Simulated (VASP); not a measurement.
# TeW (F-43m) in VASP: a series of runs

Runs on TeW. Level: PBEsol. Tasks: single point.

All numbers are computed with VASP 6.6.1; they aren't measurements. Logs are shortened: lines on timing, memory, paths and dates and some standing lists are left out, and cuts for length are marked.

### 1 The cell of the first run

It takes space group F-43m (No. 216, cubic). Conventional cell: a = 6.059 Å, b = 6.059 Å, c = 6.059 Å, α = 90.00°, β = 90.00°, γ = 90.00°. Within 3.5 Å of W (site symmetry -43m) lie 4 Te at 2.62 Å. Within 3.5 Å of Te (site symmetry -43m) lie 4 W at 2.62 Å.

### 2 Single point, PBEsol, collinear spin

INCAR reads:

```
SYSTEM = TeW
ALGO = Normal ; EDIFF = 1E-6
ENCUT = 520 ; GGA = PS
ISIF = 2 ; ISMEAR = 0
ISPIN = 2 ; LASPH = .TRUE.
LCHARG = .FALSE. ; LMAXMIX = 4
LORBIT = 11 ; LREAL = .FALSE.
LWAVE = .FALSE. ; MAGMOM = 0.75 0
NBANDS = 21 ; NELM = 150
PREC = Accurate ; SIGMA = 0.1
```

KPOINTS reads:

```
k-points
0
G
  6 6 6
  0 0 0
```

POSCAR reads:

```
TeW
1.0
    0.0000000000      3.0296978841      3.0296978841
    3.0296978841      0.0000000000      3.0296978841
    3.0296978841      3.0296978841      0.0000000000
W Te
1 1
Direct
    0.0000000000      0.0000000000      0.0000000000
    0.2500000000      0.2500000000      0.2500000000
```

Potentials or basis: VASP PAW PBE potentials, release 64 (W_sv, Te).

Started as:

```sh
> cat potpaw_PBE.64/W_sv/POTCAR potpaw_PBE.64/Te/POTCAR > POTCAR
> mpirun -np 1 vasp_std > vasp.out
```

OUTCAR:

```text
SYSTEM = TeW
   EDIFF = 1E-6
   ENCUT = 520
   GGA = PS
   ISIF = 2
   ISMEAR = 0
   ISPIN = 2
   LASPH = .TRUE.
   LORBIT = 11
   LREAL = .FALSE.
   NELM = 150
   PREC = Accurate

 ion  position               nearest neighbor table
   1  0.000  0.000  0.000-   2 2.62   2 2.62   2 2.62   2 2.62
   2  0.250  0.250  0.250-   1 2.62   1 2.62   1 2.62   1 2.62

  LATTYP: Found a face centered cubic cell.
 ALAT       =     6.0593957682

  Lattice vectors:

 A1 = (   0.0000000000,   3.0296978841,   3.0296978841)
 A2 = (   3.0296978841,   0.0000000000,   3.0296978841)
 A3 = (   3.0296978841,   3.0296978841,   0.0000000000)

Analysis of symmetry for initial positions (statically):
=====================================================================
 Subroutine PRICEL returns:
 Original cell was already a primitive cell.

 Routine SETGRP: Setting up the symmetry group for a
 face centered cubic supercell.

 Subroutine GETGRP returns: Found 24 space group operations
 (whereof 24 operations were pure point group operations)
 out of a pool of 48 trial point group operations.

The static configuration has the point symmetry T_d .

Analysis of symmetry for dynamics (positions and initial velocities):
=====================================================================
 Subroutine PRICEL returns:
 Original cell was already a primitive cell.

 Routine SETGRP: Setting up the symmetry group for a
 face centered cubic supercell.

 Subroutine GETGRP returns: Found 24 space group operations
 (whereof 24 operations were pure point group operations)
 out of a pool of 48 trial point group operations.

The dynamic configuration has the point symmetry T_d .

Analysis of structural, dynamic, and magnetic symmetry:
=====================================================================
 Subroutine PRICEL returns:
 Original cell was already a primitive cell.

 Routine SETGRP: Setting up the symmetry group for a
 face centered cubic supercell.

 Subroutine GETGRP returns: Found 24 space group operations
 (whereof 24 operations were pure point group operations)
 out of a pool of 48 trial point group operations.

The overall configuration has the point symmetry T_d .

 Subroutine INISYM returns: Found 24 space group operations
 (whereof 24 operations are pure point group operations),
 and found     1 'primitive' translations

----------------------------------------------------------------------------------------

                                     Primitive cell

  volume of cell :      55.6196

  direct lattice vectors                    reciprocal lattice vectors
     0.000000000  3.029697884  3.029697884    -0.165032957  0.165032957  0.165032957
     3.029697884  0.000000000  3.029697884     0.165032957 -0.165032957  0.165032957
     3.029697884  3.029697884  0.000000000     0.165032957  0.165032957 -0.165032957

  length of vectors
     4.284639838  4.284639838  4.284639838     0.285845466  0.285845466  0.285845466

  position of ions in fractional coordinates (direct lattice)
     0.000000000  0.000000000  0.000000000
     0.250000000  0.250000000  0.250000000

  ion indices of the primitive-cell ions
   primitive index   ion index
                 1           1
                 2           2

----------------------------------------------------------------------------------------

 KPOINTS: k-points

Automatic generation of k-mesh.
 Grid dimensions read from file:
 generate k-points for:    6    6    6

 Generating k-lattice:

  Cartesian coordinates                     Fractional coordinates (reciprocal lattice)
    -0.027505493  0.027505493  0.027505493     0.166666667  0.000000000  0.000000000
     0.027505493 -0.027505493  0.027505493     0.000000000  0.166666667  0.000000000
     0.027505493  0.027505493 -0.027505493     0.000000000  0.000000000  0.166666667

  Length of vectors
     0.047640911  0.047640911  0.047640911

  Shift w.r.t. Gamma in fractional coordinates (k-lattice)
     0.000000000  0.000000000  0.000000000

 Subroutine IBZKPT returns following result:
 ===========================================

 Found     16 irreducible k-points:

 Following reciprocal coordinates:
            Coordinates               Weight
  0.000000  0.000000  0.000000      1.000000
  0.166667  0.000000  0.000000      8.000000
  0.333333  0.000000  0.000000      8.000000
  0.500000  0.000000  0.000000      4.000000
  0.166667  0.166667  0.000000      6.000000
  0.333333  0.166667  0.000000     24.000000
[... 8 lines left out ...]
 -0.333333  0.333333  0.166667     24.000000
 -0.333333  0.500000  0.166667     12.000000
   k-points           NKPTS =     16   k-points in BZ     NKDIM =     16   number of bands    NBANDS=     21
   number of dos      NEDOS =    301   number of ions     NIONS =      2
   total plane-waves  NPLWV =  32768
   dimension x,y,z NGX =    32 NGY =   32 NGZ =   32
   dimension x,y,z NGXF=    64 NGYF=   64 NGZF=   64
   ions per type =               1   1
   NGX,Y,Z   is equivalent  to a cutoff of  12.42, 12.42, 12.42 a.u.
   NGXF,Y,Z  is equivalent  to a cutoff of  24.83, 24.83, 24.83 a.u.
 SYSTEM =  TeW
   PREC   = accura    normal or accurate (medium, high low for compatibility)
   ISTART =      0    job   : 0-new  1-cont  2-samecut
   ICHARG =      2    charge: 1-file 2-atom 10-const
   ISPIN  =      2    spin polarized calculation?
   LNONCOLLINEAR =      F non collinear calculations
   LSORBIT =      F    spin-orbit coupling
   LASPH  =      T    aspherical Exc in radial PAW
   ENCUT  =  520.0 eV  38.22 Ry    6.18 a.u.   7.97  7.97  7.97*2*pi/ulx,y,z
   NELM   =    150;   NELMIN=  2; NELMDL= -5     # of ELM steps
   EDIFF  = 0.1E-05   stopping-criterion for ELM
   LREAL  =      F    real-space projection
   EDIFFG = 0.1E-04   stopping-criterion for IOM
   NSW    =      0    number of steps for IOM
   IBRION =     -1    ionic relax: 0-MD 1-quasi-New 2-CG
   NFREE  =      0    steps in history (QN), initial steepest desc. (CG)
   ISIF   =      2    stress and relaxation
   ISYM   =      2    0-nonsym 1-usesym 2-fastsym
   POTIM  = 0.5000    time-step for ionic-motion
   TEBEG  =    0.0;   TEEND  =   0.0 temperature during run
   PSTRESS=    0.0 pullay stress
   NELECT =      20.0000    total number of electrons
   NUPDOWN=      -1.0000    fix difference up-down
   EMIN   =  10.00;   EMAX   =-10.00  energy-range for DOS
   EFERMI =   0.00;   METHOD = LEGACY
   ISMEAR =     0;   SIGMA  =   0.10  broadening in eV -4-tet -1-fermi 0-gaus
   EFERMI_NEDOS =   21; number of points for ismear=-14 and -15
   IALGO  =     38    algorithm
   IMIX   =      4    mixing-type and parameters
     AMIX     =   0.40;   BMIX     =  1.00
     AMIX_MAG =   1.60;   BMIX_MAG =  1.00
  volume/ion in A,a.u.               =      27.81       187.67
  Fermi-wavevector in a.u.,A,eV,Ry     =   1.164150  2.199924 18.439222  1.355245
  Thomas-Fermi vector in A             =   2.300691
   LORBIT       =     11    0 simple, 1 ext, 2 COOP (PROOUT), +10 PAW based schemes
   GGA     = PS    functional components
   LHFCALC =     F    Hartree Fock is set to
   AEXX    =    0.0000 exact exchange contribution
   IVDW    =     0    specifies the selected vdW correction
   LEPSILON=     F    determine dielectric tensor
   LRPA    =     F    only Hartree local field effects (RPA)
 spin polarized calculation
 Gauss-broadening in eV      SIGMA  =   0.10
  energy-cutoff  :      520.00
  volume of cell :       55.62
 maximum number of plane-waves:      1524
   NGX = 15   NGY = 15   NGZ = 15

 number of electron      19.9999999 magnetization       1.3968579

 Free energy of the ion-electron system (eV)
  ---------------------------------------------------
  ext. energy  EPLUGINS =         0.00000000
  ---------------------------------------------------
  free energy    TOTEN  =       -14.28319356 eV

  energy without entropy =      -14.26688551  energy(sigma->0) =      -14.27503954

 E-fermi :   6.4290     XC(G=0): -10.1293

 val. band max:        6.4193664661   @ k =   0.5000   0.0000   0.0000
 cond. band min:       6.4546489226   @ k =   0.5000   0.3333   0.0000
 fundamental gap:      0.0352824565
 Fermi energy:         6.4289532553

 spin component 1

 k-point     1 :       0.0000    0.0000    0.0000
  band No.  band energies     occupation
      1     -67.6087      1.00000
      2     -31.9516      1.00000
      3     -31.9516      1.00000
      4     -31.9516      1.00000
      5      -6.6575      1.00000
      6       2.1450      1.00000
[... 13 lines left out ...]
     20      17.2721      0.00000
     21      17.2721      0.00000

 k-point     2 :       0.1667    0.0000    0.0000
  band No.  band energies     occupation
      1     -67.6086      1.00000
      2     -31.9572      1.00000
      3     -31.9525      1.00000
      4     -31.9525      1.00000
      5      -6.4537      1.00000
      6       1.7037      1.00000
[... 13 lines left out ...]
     20      17.0473      0.00000
     21      18.1640      0.00000

 k-point     3 :       0.3333    0.0000    0.0000
  band No.  band energies     occupation
      1     -67.6084      1.00000
      2     -31.9684      1.00000
      3     -31.9543      1.00000
      4     -31.9543      1.00000
      5      -6.0022      1.00000
      6       1.0299      1.00000
[... 13 lines left out ...]
     20      17.2797      0.00000
     21      20.6393      0.00000
[... 265 lines left out ...]
 k-point    15 :      -0.3333    0.3333    0.1667
  band No.  band energies     occupation
      1     -67.6081      1.00000
      2     -31.9718      1.00000
      3     -31.9617      1.00000
      4     -31.9580      1.00000
      5      -5.5050      1.00000
      6       1.0946      1.00000
[... 13 lines left out ...]
     20      18.9151      0.00000
     21      20.5178      0.00000

 k-point    16 :      -0.3333    0.5000    0.1667
  band No.  band energies     occupation
      1     -67.6081      1.00000
      2     -31.9726      1.00000
      3     -31.9616      1.00000
      4     -31.9597      1.00000
      5      -5.4176      1.00000
      6       0.7840      1.00000
[... 13 lines left out ...]
     20      19.0267      0.00000
     21      19.5406      0.00000
 Fermi energy:         6.4289532553

 spin component 2

 k-point     1 :       0.0000    0.0000    0.0000
  band No.  band energies     occupation
      1     -67.1385      1.00000
      2     -31.3179      1.00000
      3     -31.3179      1.00000
      4     -31.3179      1.00000
      5      -6.5418      1.00000
      6       2.4373      1.00000
[... 13 lines left out ...]
     20      17.4974      0.00000
     21      17.4974      0.00000

 k-point     2 :       0.1667    0.0000    0.0000
  band No.  band energies     occupation
      1     -67.1384      1.00000
      2     -31.3237      1.00000
      3     -31.3188      1.00000
      4     -31.3188      1.00000
      5      -6.3463      1.00000
      6       1.9814      1.00000
[... 13 lines left out ...]
     20      17.3243      0.00000
     21      18.4674      0.00000

 k-point     3 :       0.3333    0.0000    0.0000
  band No.  band energies     occupation
      1     -67.1382      1.00000
      2     -31.3350      1.00000
      3     -31.3206      1.00000
      4     -31.3206      1.00000
      5      -5.9155      1.00000
      6       1.2882      1.00000
[... 13 lines left out ...]
     20      17.6059      0.00000
     21      20.8623      0.00000
[... 265 lines left out ...]
 k-point    15 :      -0.3333    0.3333    0.1667
  band No.  band energies     occupation
      1     -67.1380      1.00000
      2     -31.3386      1.00000
      3     -31.3282      1.00000
      4     -31.3244      1.00000
      5      -5.4465      1.00000
      6       1.4032      1.00000
[... 13 lines left out ...]
     20      19.1990      0.00000
     21      20.8099      0.00000

 k-point    16 :      -0.3333    0.5000    0.1667
  band No.  band energies     occupation
      1     -67.1380      1.00000
      2     -31.3395      1.00000
      3     -31.3280      1.00000
      4     -31.3262      1.00000
      5      -5.3649      1.00000
      6       1.1216      1.00000
[... 13 lines left out ...]
     20      19.3133      0.00000
     21      19.7482      0.00000

------------------------ aborting loop because EDIFF is reached ----------------------------------------

  FORCE on cell =-STRESS in cart. coord.  units (eV):
  Direction    XX          YY          ZZ          XY          YZ          ZX
  --------------------------------------------------------------------------------------
  -------------------------------------------------------------------------------------
  Total       -0.1241445     -0.1241445     -0.1241445      0.0000000     -0.0000000      0.0000000
  in kB       -3.5761034     -3.5761034     -3.5761034      0.0000000     -0.0000000      0.0000000
  external PRESSURE =      -3.5761034 kB  Pullay stress =       0.0000000 kB

 VOLUME and BASIS-vectors are now :
 -----------------------------------------------------------------------------
  energy-cutoff  :      520.00
  volume of cell :       55.62
      direct lattice vectors                 reciprocal lattice vectors
     0.000000000  3.029697884  3.029697884    -0.165032957  0.165032957  0.165032957
     3.029697884  0.000000000  3.029697884     0.165032957 -0.165032957  0.165032957
     3.029697884  3.029697884  0.000000000     0.165032957  0.165032957 -0.165032957

 POSITION                                       TOTAL-FORCE (eV/Angst)
 -----------------------------------------------------------------------------------
      0.00000      0.00000      0.00000         0.000000      0.000000      0.000000
      1.51485      1.51485      1.51485        -0.000000     -0.000000     -0.000000
 -----------------------------------------------------------------------------------
    total drift:                               -0.000000     -0.000000     -0.000000

  FREE ENERGIE OF THE ION-ELECTRON SYSTEM (eV)
  ---------------------------------------------------
  free  energy   TOTEN  =       -14.2831935601 eV

  energy  without entropy=      -14.2668855120  energy(sigma->0) =      -14.27503954

 total charge

# of ion       s       p       d       tot
------------------------------------------
    1        2.337   6.140   3.529  12.005
    2        1.323   2.067   0.143   3.533
--------------------------------------------------
tot          3.660   8.207   3.672  15.539

 magnetization (x)

# of ion       s       p       d       tot
------------------------------------------
    1        0.036   0.014   1.039   1.089
    2       -0.008  -0.043   0.029  -0.022
--------------------------------------------------
tot          0.028  -0.029   1.067   1.067
```

Run time: 44 s. Hardware: 1 thread of Intel Xeon Platinum 8259CL at 2.50GHz (Skylake/Cascade Lake), shared host; peak memory 0.21 GiB.

What came out:

```
Free energy                                           : -14.2832 eV
Pressure                                              : -0.4 GPa
Net moment                                            : 1.40 μB per cell
Site moments                                          : W +1.09; Te -0.02 μB
Valence electrons inside the program's atomic spheres : W 12.01; Te 3.53
```

Caveat: the PAW data sets were made with another functional, which shifts forces and pressure a little; spin-orbit coupling is left out, which moves the levels of the heavy elements.

(Continued in part 2 of 2.)
